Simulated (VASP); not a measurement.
# KTaO3 (Pmmm) in VASP: further runs

Runs on KTaO3. Level: PBE. Tasks: single point.

Program: VASP 6.6.1. These are calculated values, not measurements. Logs are shortened: lines on timing, memory, paths and dates and some standing lists are left out, and cuts for length are marked.

## Step 1: The cell of the first run

Symmetry: Pmmm, No. 47, orthorhombic system. The conventional cell has a = 3.743 Å, b = 4.025 Å, c = 4.213 Å, α = 90.00°, β = 90.00°, γ = 90.00°. K (site symmetry mmm) has 12 O at 2.75 to 2.91 Å and 8 Ta at 3.46 Å and 2 K at 3.74 Å within 3.8 Å. Within 2.5 Å of Ta (site symmetry mmm) lie 6 O at 1.87 to 2.11 Å. Within 2.5 Å of O (site symmetry mmm) lie 2 Ta at 1.87 Å. Within 3.0 Å of O (site symmetry mmm) lie 2 Ta at 2.11 Å and 4 K at 2.75 Å and 8 O at 2.82 to 2.91 Å. Within 3.0 Å of O (site symmetry mmm) lie 2 Ta at 2.01 Å and 8 O at 2.75 to 2.91 Å and 4 K at 2.82 Å.

## Step 2: Single point, PBE (normal strain along x -0.0700, normal strain along y +0.0467)

INCAR reads:

```
PREC = Accurate ; ENCUT = 520
EDIFF = 1E-7 ; ISMEAR = 0
SIGMA = 0.05 ; LREAL = False
LASPH = True ; NELM = 60
ALGO = Normal ; ISIF = 2
LWAVE = False ; LCHARG = False
GGA = PE ; NBANDS = 27
```

KPOINTS reads:

```
regular mesh
0
Gamma
  8 8 8
```

POSCAR reads:

```
KTaO3
1.0
    3.7431111446      0.0000000000      0.0000000000
    0.0000000000      4.2128112205      0.0000000000
    0.0000000000      0.0000000000      4.0248506931
K Ta O
1 1 3
Direct
    0.5000000000      0.5000000000      0.5000000000
    0.0000000000      0.0000000000      0.0000000000
    0.5000000000      0.0000000000      0.0000000000
    0.0000000000      0.5000000000      0.0000000000
    0.0000000000      0.0000000000      0.5000000000
```

Potentials or basis: VASP PAW PBE potentials, release 64 (K_sv, Ta_pv, O).

Launch:

```bash
$ cat potpaw_PBE.64/K_sv/POTCAR potpaw_PBE.64/Ta_pv/POTCAR potpaw_PBE.64/O/POTCAR > POTCAR
$ mpirun -np 1 vasp_std > vasp.out
```

OUTCAR:

```text
PREC = Accurate
   ENCUT = 520
   EDIFF = 1E-7
   ISMEAR = 0
   LREAL = False
   LASPH = True
   NELM = 60
   ISIF = 2
   GGA = PE

 ion  position               nearest neighbor table
   1  0.500  0.500  0.500-   4 2.75   4 2.75   4 2.75   4 2.75   5 2.82   5 2.82   5 2.82   5 2.82
                             2 3.46   2 3.46   2 3.46   2 3.46   2 3.46   2 3.46   2 3.46   2 3.46
   2  0.000  0.000  0.000-   3 1.87   3 1.87   5 2.01   5 2.01   4 2.11   4 2.11   1 3.46   1 3.46
                             1 3.46   1 3.46   1 3.46   1 3.46   1 3.46   1 3.46
   3  0.500  0.000  0.000-   2 1.87   2 1.87
   4  0.000  0.500  0.000-   2 2.11   2 2.11   1 2.75   1 2.75   1 2.75   1 2.75
   5  0.000  0.000  0.500-   2 2.01   2 2.01   1 2.82   1 2.82   1 2.82   1 2.82

  LATTYP: Found a simple orthorhombic cell.
 ALAT       =     3.7431111446
 B/A-ratio  =     1.0752688172
 C/A-ratio  =     1.1254838710

  Lattice vectors:

 A1 = (  -3.7431111446,   0.0000000000,   0.0000000000)
 A2 = (   0.0000000000,   0.0000000000,   4.0248506931)
 A3 = (   0.0000000000,   4.2128112205,   0.0000000000)

Analysis of symmetry for initial positions (statically):
=====================================================================
 Subroutine PRICEL returns:
 Original cell was already a primitive cell.

 Routine SETGRP: Setting up the symmetry group for a
 simple orthorhombic supercell.

 Subroutine GETGRP returns: Found  8 space group operations
 (whereof  8 operations were pure point group operations)
 out of a pool of  8 trial point group operations.

The static configuration has the point symmetry D_2h.

Analysis of symmetry for dynamics (positions and initial velocities):
=====================================================================
 Subroutine PRICEL returns:
 Original cell was already a primitive cell.

 Routine SETGRP: Setting up the symmetry group for a
 simple orthorhombic supercell.

 Subroutine GETGRP returns: Found  8 space group operations
 (whereof  8 operations were pure point group operations)
 out of a pool of  8 trial point group operations.

The dynamic configuration has the point symmetry D_2h.

 Subroutine INISYM returns: Found  8 space group operations
 (whereof  8 operations are pure point group operations),
 and found     1 'primitive' translations

----------------------------------------------------------------------------------------

                                     Primitive cell

  volume of cell :      63.4680

  direct lattice vectors                    reciprocal lattice vectors
     3.743111145  0.000000000  0.000000000     0.267157442  0.000000000  0.000000000
     0.000000000  4.212811220  0.000000000     0.000000000  0.237371187  0.000000000
     0.000000000  0.000000000  4.024850693     0.000000000  0.000000000  0.248456421

  length of vectors
     3.743111145  4.212811220  4.024850693     0.267157442  0.237371187  0.248456421

  position of ions in fractional coordinates (direct lattice)
     0.500000000  0.500000000  0.500000000
     0.000000000  0.000000000  0.000000000
     0.500000000  0.000000000  0.000000000
     0.000000000  0.500000000  0.000000000
     0.000000000  0.000000000  0.500000000

  ion indices of the primitive-cell ions
   primitive index   ion index
                 1           1
                 2           2
                 3           3
                 4           4
                 5           5

----------------------------------------------------------------------------------------

 KPOINTS: regular mesh

Automatic generation of k-mesh.
 Grid dimensions read from file:
 generate k-points for:    8    8    8

 Generating k-lattice:

  Cartesian coordinates                     Fractional coordinates (reciprocal lattice)
     0.033394680  0.000000000  0.000000000     0.125000000  0.000000000  0.000000000
     0.000000000  0.029671398  0.000000000     0.000000000  0.125000000  0.000000000
     0.000000000  0.000000000  0.031057053     0.000000000  0.000000000  0.125000000

  Length of vectors
     0.033394680  0.029671398  0.031057053

  Shift w.r.t. Gamma in fractional coordinates (k-lattice)
     0.000000000  0.000000000  0.000000000

 Subroutine IBZKPT returns following result:
 ===========================================

 Found    125 irreducible k-points:

 Following reciprocal coordinates:
            Coordinates               Weight
  0.000000  0.000000  0.000000      1.000000
  0.125000  0.000000  0.000000      2.000000
  0.250000  0.000000  0.000000      2.000000
  0.375000  0.000000  0.000000      2.000000
  0.500000  0.000000  0.000000      1.000000
  0.000000  0.125000  0.000000      2.000000
[... 16 lines left out ...]
  0.250000  0.500000  0.000000      2.000000
  0.375000  0.500000  0.000000      2.000000
 [... further k-points ...]
   k-points           NKPTS =    125   k-points in BZ     NKDIM =    125   number of bands    NBANDS=     27
   number of dos      NEDOS =    301   number of ions     NIONS =      5
   total plane-waves  NPLWV =  26880
   dimension x,y,z NGX =    28 NGY =   32 NGZ =   30
   dimension x,y,z NGXF=    56 NGYF=   64 NGZF=   60
   ions per type =               1   1   3
   NGX,Y,Z   is equivalent  to a cutoff of  12.44, 12.63, 12.39 a.u.
   NGXF,Y,Z  is equivalent  to a cutoff of  24.87, 25.26, 24.78 a.u.
 SYSTEM =  unknown system
   PREC   = accura    normal or accurate (medium, high low for compatibility)
   ISTART =      0    job   : 0-new  1-cont  2-samecut
   ICHARG =      2    charge: 1-file 2-atom 10-const
   ISPIN  =      1    spin polarized calculation?
   LNONCOLLINEAR =      F non collinear calculations
   LSORBIT =      F    spin-orbit coupling
   LASPH  =      T    aspherical Exc in radial PAW
   ENCUT  =  520.0 eV  38.22 Ry    6.18 a.u.   6.96  7.83  7.48*2*pi/ulx,y,z
   NELM   =     60;   NELMIN=  2; NELMDL= -5     # of ELM steps
   EDIFF  = 0.1E-06   stopping-criterion for ELM
   LREAL  =      F    real-space projection
   EDIFFG = 0.1E-05   stopping-criterion for IOM
   NSW    =      0    number of steps for IOM
   IBRION =     -1    ionic relax: 0-MD 1-quasi-New 2-CG
   NFREE  =      0    steps in history (QN), initial steepest desc. (CG)
   ISIF   =      2    stress and relaxation
   ISYM   =      2    0-nonsym 1-usesym 2-fastsym
   POTIM  = 0.5000    time-step for ionic-motion
   TEBEG  =    0.0;   TEEND  =   0.0 temperature during run
   PSTRESS=    0.0 pullay stress
   NELECT =      38.0000    total number of electrons
   NUPDOWN=      -1.0000    fix difference up-down
   EMIN   =  10.00;   EMAX   =-10.00  energy-range for DOS
   EFERMI =   0.00;   METHOD = LEGACY
   ISMEAR =     0;   SIGMA  =   0.05  broadening in eV -4-tet -1-fermi 0-gaus
   EFERMI_NEDOS =   21; number of points for ismear=-14 and -15
   IALGO  =     38    algorithm
   IMIX   =      4    mixing-type and parameters
     AMIX     =   0.40;   BMIX     =  1.00
     AMIX_MAG =   1.60;   BMIX_MAG =  1.00
  volume/ion in A,a.u.               =      12.69        85.66
  Fermi-wavevector in a.u.,A,eV,Ry     =   1.379805  2.607454 25.903631  1.903863
  Thomas-Fermi vector in A             =   2.504741
   LORBIT       =      0    0 simple, 1 ext, 2 COOP (PROOUT), +10 PAW based schemes
   GGA     = PE    functional components
   LHFCALC =     F    Hartree Fock is set to
   AEXX    =    0.0000 exact exchange contribution
   IVDW    =     0    specifies the selected vdW correction
   LEPSILON=     F    determine dielectric tensor
   LRPA    =     F    only Hartree local field effects (RPA)
 non-spin polarized calculation
 Gauss-broadening in eV      SIGMA  =   0.05
  energy-cutoff  :      520.00
  volume of cell :       63.47
 maximum number of plane-waves:      1736
 NGX is ok and might be reduce to    28
   NGX = 13   NGY = 15   NGZ = 15

 number of electron      37.9999980 magnetization

 Free energy of the ion-electron system (eV)
  ---------------------------------------------------
  ext. energy  EPLUGINS =         0.00000000
  ---------------------------------------------------
  free energy    TOTEN  =       -40.45938965 eV

  energy without entropy =      -40.45938965  energy(sigma->0) =      -40.45938965

 E-fermi :   2.0938     XC(G=0): -10.8675

 val. band max:        1.8893138741   @ k =   0.5000   0.5000   0.5000
 cond. band min:       3.8624979121   @ k =   0.0000   0.0000   0.0000
 fundamental gap:      1.9731840380
 Fermi energy:         2.0937610120

 k-point     1 :       0.0000    0.0000    0.0000
  band No.  band energies     occupation
      1     -32.4812      2.00000
      2     -32.2996      2.00000
      3     -32.2649      2.00000
      4     -25.4883      2.00000
      5     -16.4181      2.00000
      6     -15.1539      2.00000
[... 19 lines left out ...]
     26       9.8998      0.00000
     27      10.2153      0.00000

 k-point     2 :       0.1250    0.0000    0.0000
  band No.  band energies     occupation
      1     -32.5112      2.00000
      2     -32.2983      2.00000
      3     -32.2636      2.00000
      4     -25.4820      2.00000
      5     -16.1895      2.00000
      6     -15.1558      2.00000
[... 19 lines left out ...]
     26      10.4242      0.00000
     27      10.5759      0.00000

 k-point     3 :       0.2500    0.0000    0.0000
  band No.  band energies     occupation
      1     -32.5824      2.00000
      2     -32.2952      2.00000
      3     -32.2605      2.00000
      4     -25.4668      2.00000
      5     -15.6283      2.00000
      6     -15.1180      2.00000
[... 594 lines left out ...]
      1     -32.5804      2.00000
      2     -32.3038      2.00000
      3     -32.2937      2.00000
      4     -25.4536      2.00000
      5     -15.6245      2.00000
      6     -15.0688      2.00000
[... 19 lines left out ...]
     26      11.9136      0.00000
     27      12.8058      0.00000

 k-point    24 :       0.3750    0.5000    0.0000
  band No.  band energies     occupation
      1     -32.6497      2.00000
      2     -32.3003      2.00000
      3     -32.2907      2.00000
      4     -25.4431      2.00000
      5     -15.2067      2.00000
      6     -14.7216      2.00000
[... 19 lines left out ...]
     26      13.0280      0.00000
     27      13.1307      0.00000

 [... further k-points ...]

------------------------ aborting loop because EDIFF is reached ----------------------------------------

  FORCE on cell =-STRESS in cart. coord.  units (eV):
  Direction    XX          YY          ZZ          XY          YZ          ZX
  --------------------------------------------------------------------------------------
  -------------------------------------------------------------------------------------
  Total       15.1730447     -4.1823780      1.1998942      0.0000000      0.0000000     -0.0000000
  in kB      383.0265006   -105.5794425     30.2899828      0.0000000      0.0000000     -0.0000000
  external PRESSURE =     102.5790136 kB  Pullay stress =       0.0000000 kB

 VOLUME and BASIS-vectors are now :
 -----------------------------------------------------------------------------
  energy-cutoff  :      520.00
  volume of cell :       63.47
      direct lattice vectors                 reciprocal lattice vectors
     3.743111145  0.000000000  0.000000000     0.267157442  0.000000000  0.000000000
     0.000000000  4.212811220  0.000000000     0.000000000  0.237371187  0.000000000
     0.000000000  0.000000000  4.024850693     0.000000000  0.000000000  0.248456421

 POSITION                                       TOTAL-FORCE (eV/Angst)
 -----------------------------------------------------------------------------------
      1.87156      2.10641      2.01243         0.000000      0.000000      0.000000
      0.00000      0.00000      0.00000         0.000000      0.000000      0.000000
      1.87156      0.00000      0.00000         0.000000      0.000000      0.000000
      0.00000      2.10641      0.00000         0.000000      0.000000      0.000000
      0.00000      0.00000      2.01243         0.000000      0.000000      0.000000
 -----------------------------------------------------------------------------------
    total drift:                                0.000000      0.000000     -0.000000

  FREE ENERGIE OF THE ION-ELECTRON SYSTEM (eV)
  ---------------------------------------------------
  free  energy   TOTEN  =       -40.4593896487 eV

  energy  without entropy=      -40.4593896487  energy(sigma->0) =      -40.45938965
```

Run time: 2.8 min. Hardware: 1 thread of Intel Xeon 8259CL, shared host; peak memory 0.32 GiB.

Results:

- Free energy: -40.4594 eV
- Pressure: 10.3 GPa
- Band gap on the k mesh: 1.97 eV (least direct gap 2.46 eV)

Stress tensor (GPa, compression positive):
```
 38.30   0.00   0.00
  0.00 -10.56   0.00
  0.00   0.00   3.03
```

Levels at points of the mesh, in eV from the valence-band top:
| k point | band 17 | band 18 | band 19 | band 20 | band 21 | band 22 |
| --- | --- | --- | --- | --- | --- | --- |
| (0.00, 0.00, 0.00) | -0.70 | -0.54 | -0.49 | 1.97 | 2.10 | 2.15 |
| (0.50, 0.00, 0.00) | -1.41 | -0.86 | -0.77 | 2.23 | 5.82 | 5.83 |
| (0.00, 0.50, 0.00) | -1.67 | -1.11 | -0.87 | 2.24 | 4.27 | 4.27 |
| (0.50, 0.50, 0.00) | -1.51 | -1.43 | -0.21 | 4.35 | 5.84 | 6.58 |
| (0.00, 0.00, 0.50) | -1.39 | -1.02 | -0.69 | 2.24 | 4.79 | 4.79 |
| (0.50, 0.00, 0.50) | -1.03 | -0.96 | -0.23 | 4.86 | 5.84 | 6.29 |
| (0.00, 0.50, 0.50) | -2.07 | -1.64 | -0.10 | 4.31 | 4.82 | 5.70 |
| (0.50, 0.50, 0.50) | -0.18 | -0.06 | 0.00 | 5.87 | 6.69 | 6.99 |

Caveat: the cell differs from its parent crystal (normal strain along x -0.0700, normal strain along y +0.0467); the cell stands under pressure; spin-orbit coupling is left out, which moves the levels of the heavy elements.

(Continued in part 2 of 2.)
